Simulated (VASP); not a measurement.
# SrB2 (P6/mmm) in VASP: notebook, part 2 of 2

VASP 6.6.1.

**3. Relaxation of cell and atoms, PBE**

This run uses another cell than the first one, of 13.90 Å³/atom, 0.998 times its volume.

Input file INCAR:

```
SYSTEM = SrB2
  PREC = Accurate
  ENCUT = 600
  EDIFF = 1E-7
  ISMEAR = 0
  SIGMA = 0.1
  LREAL = .False.
  LASPH = .True.
  NELM = 100
  ALGO = Normal
  ISIF = 3
  LWAVE = .False.
  LCHARG = .False.
  GGA = PE
  IBRION = 2
  NSW = 100
  EDIFFG = -0.01
```

Input file KPOINTS:

```
Automatic mesh
0
Gamma
  18 18 10
  0 0 0
```

Input file POSCAR:

```
SrB2
1.0
    3.3059587657      0.0000000000      0.0000000000
   -1.6529793828      2.8630442749      0.0000000000
    0.0000000000      0.0000000000      4.4046549603
Sr B
1 2
Direct
    0.0000000000      0.0000000000      0.0000000000
    0.6666666667      0.3333333333      0.5000000000
    0.3333333333      0.6666666667      0.5000000000
```

Potentials or basis: VASP PAW PBE potentials, release 64 (Sr_sv, B).

Run with:

```console
cat potpaw_PBE.64/Sr_sv/POTCAR potpaw_PBE.64/B/POTCAR > POTCAR
mpirun -np 1 vasp_std > vasp.out
```

OUTCAR:

```text
SYSTEM = SrB2
   PREC = Accurate
   ENCUT = 600
   EDIFF = 1E-7
   ISMEAR = 0
   LREAL = .False.
   LASPH = .True.
   NELM = 100
   ISIF = 3
   GGA = PE
   IBRION = 2
   NSW = 100
   EDIFFG = -0.01

 ion  position               nearest neighbor table
   1  0.000  0.000  0.000-   2 2.91   3 2.91   2 2.91   3 2.91   3 2.91   3 2.91   2 2.91   2 2.91
                             2 2.91   2 2.91   3 2.91   3 2.91
   2  0.667  0.333  0.500-   3 1.91   3 1.91   3 1.91   1 2.91   1 2.91   1 2.91   1 2.91   1 2.91
                             1 2.91
   3  0.333  0.667  0.500-   2 1.91   2 1.91   2 1.91   1 2.91   1 2.91   1 2.91   1 2.91   1 2.91
                             1 2.91

  LATTYP: Found a hexagonal cell.
 ALAT       =     3.3059587657
 C/A-ratio  =     1.3323381423

  Lattice vectors:

 A1 = (   3.3059587657,   0.0000000000,   0.0000000000)
 A2 = (  -1.6529793828,   2.8630442749,   0.0000000000)
 A3 = (   0.0000000000,   0.0000000000,   4.4046549603)

Analysis of symmetry for initial positions (statically):
=====================================================================
 Subroutine PRICEL returns:
 Original cell was already a primitive cell.

 Routine SETGRP: Setting up the symmetry group for a
 hexagonal supercell.

 Subroutine GETGRP returns: Found 24 space group operations
 (whereof 24 operations were pure point group operations)
 out of a pool of 24 trial point group operations.

The static configuration has the point symmetry D_6h.

Analysis of symmetry for dynamics (positions and initial velocities):
=====================================================================
 Subroutine PRICEL returns:
 Original cell was already a primitive cell.

 Routine SETGRP: Setting up the symmetry group for a
 hexagonal supercell.

 Subroutine GETGRP returns: Found 24 space group operations
 (whereof 24 operations were pure point group operations)
 out of a pool of 24 trial point group operations.

The dynamic configuration has the point symmetry D_6h.

 Subroutine INISYM returns: Found 24 space group operations
 (whereof 24 operations are pure point group operations),
 and found     1 'primitive' translations

----------------------------------------------------------------------------------------

                                     Primitive cell

  volume of cell :      41.6905

  direct lattice vectors                    reciprocal lattice vectors
     3.305958766  0.000000000  0.000000000     0.302484112  0.174639283  0.000000000
    -1.652979383  2.863044275  0.000000000     0.000000000  0.349278566  0.000000000
     0.000000000  0.000000000  4.404654960     0.000000000  0.000000000  0.227032539

  length of vectors
     3.305958766  3.305958766  4.404654960     0.349278566  0.349278566  0.227032539

  position of ions in fractional coordinates (direct lattice)
     0.000000000  0.000000000  0.000000000
     0.666666667  0.333333333  0.500000000
     0.333333333  0.666666667  0.500000000

  ion indices of the primitive-cell ions
   primitive index   ion index
                 1           1
                 2           2
                 3           3

[... 63 lines left out ...]
   ISTART =      0    job   : 0-new  1-cont  2-samecut
   ICHARG =      2    charge: 1-file 2-atom 10-const
   ISPIN  =      1    spin polarized calculation?
   LNONCOLLINEAR =      F non collinear calculations
   LSORBIT =      F    spin-orbit coupling
   LASPH  =      T    aspherical Exc in radial PAW
   ENCUT  =  600.0 eV  44.10 Ry    6.64 a.u.   6.60  6.60  8.80*2*pi/ulx,y,z
   NELM   =    100;   NELMIN=  2; NELMDL= -5     # of ELM steps
   EDIFF  = 0.1E-06   stopping-criterion for ELM
   LREAL  =      F    real-space projection
   EDIFFG = -.1E-01   stopping-criterion for IOM
   NSW    =    100    number of steps for IOM
   IBRION =      2    ionic relax: 0-MD 1-quasi-New 2-CG
   NFREE  =      1    steps in history (QN), initial steepest desc. (CG)
   ISIF   =      3    stress and relaxation
   ISYM   =      2    0-nonsym 1-usesym 2-fastsym
   POTIM  = 0.5000    time-step for ionic-motion
   TEBEG  =    0.0;   TEEND  =   0.0 temperature during run
   PSTRESS=    0.0 pullay stress
   NELECT =      16.0000    total number of electrons
   NUPDOWN=      -1.0000    fix difference up-down
   EMIN   =  10.00;   EMAX   =-10.00  energy-range for DOS
   EFERMI =   0.00;   METHOD = LEGACY
   ISMEAR =     0;   SIGMA  =   0.10  broadening in eV -4-tet -1-fermi 0-gaus
   EFERMI_NEDOS =   21; number of points for ismear=-14 and -15
   IALGO  =     38    algorithm
   IMIX   =      4    mixing-type and parameters
     AMIX     =   0.40;   BMIX     =  1.00
     AMIX_MAG =   1.60;   BMIX_MAG =  1.00
  volume/ion in A,a.u.               =      13.90        93.78
  Fermi-wavevector in a.u.,A,eV,Ry     =   1.189695  2.248198 19.257340  1.415375
  Thomas-Fermi vector in A             =   2.325797
   LORBIT       =      0    0 simple, 1 ext, 2 COOP (PROOUT), +10 PAW based schemes
   GGA     = PE    functional components
   LHFCALC =     F    Hartree Fock is set to
   AEXX    =    0.0000 exact exchange contribution
   IVDW    =     0    specifies the selected vdW correction
   LEPSILON=     F    determine dielectric tensor
   LRPA    =     F    only Hartree local field effects (RPA)
 conjugate gradient relaxation of ions
 non-spin polarized calculation
 Gauss-broadening in eV      SIGMA  =   0.10
  energy-cutoff  :      600.00
  volume of cell :       41.69
 maximum number of plane-waves:      1415
 NGX is ok and might be reduce to    28
   NGX = 13   NGY = 13   NGZ = 17

--------------------------------------- Ionic step        1  -------------------------------------------

 number of electron      16.0000000 magnetization

 Free energy of the ion-electron system (eV)
  ---------------------------------------------------
  ext. energy  EPLUGINS =         0.00000000
  ---------------------------------------------------
  free energy    TOTEN  =       -14.49711775 eV

  energy without entropy =      -14.48950126  energy(sigma->0) =      -14.49330950

------------------------ aborting loop because EDIFF is reached ----------------------------------------

  FORCE on cell =-STRESS in cart. coord.  units (eV):
  Direction    XX          YY          ZZ          XY          YZ          ZX
  --------------------------------------------------------------------------------------
  -------------------------------------------------------------------------------------
  Total        0.1019830      0.1019830      0.2859604      0.0000000      0.0000000     -0.0000000
  in kB        3.9192316      3.9192316     10.9895303      0.0000000      0.0000000     -0.0000000
  external PRESSURE =       6.2759979 kB  Pullay stress =       0.0000000 kB
[... 98 lines left out ...]
--------------------------------------- Ionic step        4  -------------------------------------------

 number of electron      16.0000000 magnetization

 Free energy of the ion-electron system (eV)
  ---------------------------------------------------
  ext. energy  EPLUGINS =         0.00000000
  ---------------------------------------------------
  free energy    TOTEN  =       -14.49781507 eV

  energy without entropy =      -14.49002001  energy(sigma->0) =      -14.49391754

 E-fermi :   4.3449     XC(G=0): -10.6156

 val. band max:        4.3368203449   @ k =   0.3889   0.1111   0.4000
 cond. band min:       4.3629633135   @ k =   0.0556   0.0556   0.5000
 fundamental gap:      0.0261429686
 Fermi energy:         4.3449144116

 k-point     1 :       0.0000    0.0000    0.0000
  band No.  band energies     occupation
      1     -30.4792      2.00000
      2     -12.4926      2.00000
      3     -11.9196      2.00000
      4     -11.9196      2.00000
      5      -5.6698      2.00000
      6       2.8573      2.00000
      7       4.1869      1.97460
      8       4.6577      0.00001
      9       4.6577      0.00001
     10       9.5904      0.00000
     11       9.5904      0.00000
     12      10.2373      0.00000
[... 331 lines left out ...]
 k-point    24 :       0.3889    0.1111    0.0000
  band No.  band energies     occupation
      1     -30.2457      2.00000
      2     -13.4474      2.00000
      3     -12.3992      2.00000
      4     -12.1175      2.00000
      5      -2.5832      2.00000
      6      -1.0864      2.00000
      7       2.4864      2.00000
      8       2.5598      2.00000
      9       5.4527      0.00000
     10       6.3400      0.00000
     11      10.1069      0.00000
     12      10.8298      0.00000

 [... further k-points ...]

------------------------ aborting loop because EDIFF is reached ----------------------------------------

  FORCE on cell =-STRESS in cart. coord.  units (eV):
  Direction    XX          YY          ZZ          XY          YZ          ZX
  --------------------------------------------------------------------------------------
  -------------------------------------------------------------------------------------
  Total       -0.0074466     -0.0074466      0.0061945     -0.0000000     -0.0000000      0.0000000
  in kB       -0.2844417     -0.2844417      0.2366159     -0.0000000     -0.0000000      0.0000000
  external PRESSURE =      -0.1107558 kB  Pullay stress =       0.0000000 kB
[... 18 lines left out ...]
  FREE ENERGIE OF THE ION-ELECTRON SYSTEM (eV)
  ---------------------------------------------------
  free  energy   TOTEN  =       -14.4978150713 eV

  energy  without entropy=      -14.4900200125  energy(sigma->0) =      -14.49391754

 reached required accuracy - stopping structural energy minimisation
```

It took 2.6 min on 1 thread of AMD EPYC 9R45 (Zen 5), shared host; peak memory 0.27 GiB.

What came out:

| Quantity | Value |
| --- | --- |
| Free energy | -14.4978 eV |
| Relaxed volume | 13.98 Å³/atom |
| Relaxed cell | a = 3.309 Å, b = 3.309 Å, c = 4.423 Å, α = 90.00°, β = 90.00°, γ = 120.00° |
| Space group after relaxing (to 0.05 Å) | P6/mmm (No. 191) |
| Energy gained by relaxing | 0.2 meV/atom |
| Ionic steps | 4 |
| Pressure after relaxing | 0.0 GPa |
| Band gap on the k mesh | zero (band 8 reaches 5.12 eV, above the bottom of band 9 at 3.71 eV) |

The path:
```csv
step,energy change (eV),largest force (eV/Å),pressure (GPa),volume (Å³)
1,0.0000,0.0000,0.63,41.69
2,-0.0006,0.0000,-0.18,42.02
3,-0.0007,0.0000,-0.05,41.96
4,-0.0007,0.0000,-0.01,41.94
```

Final structure:
```
Sr B
1.0
     3.30899    0.00000    0.00000
    -1.65449    2.86567    0.00000
     0.00000    0.00000    4.42336
Sr B
1 2
Direct
  0.00000 0.00000 0.00000
  0.66667 0.33333 0.50000
  0.33333 0.66667 0.50000
```
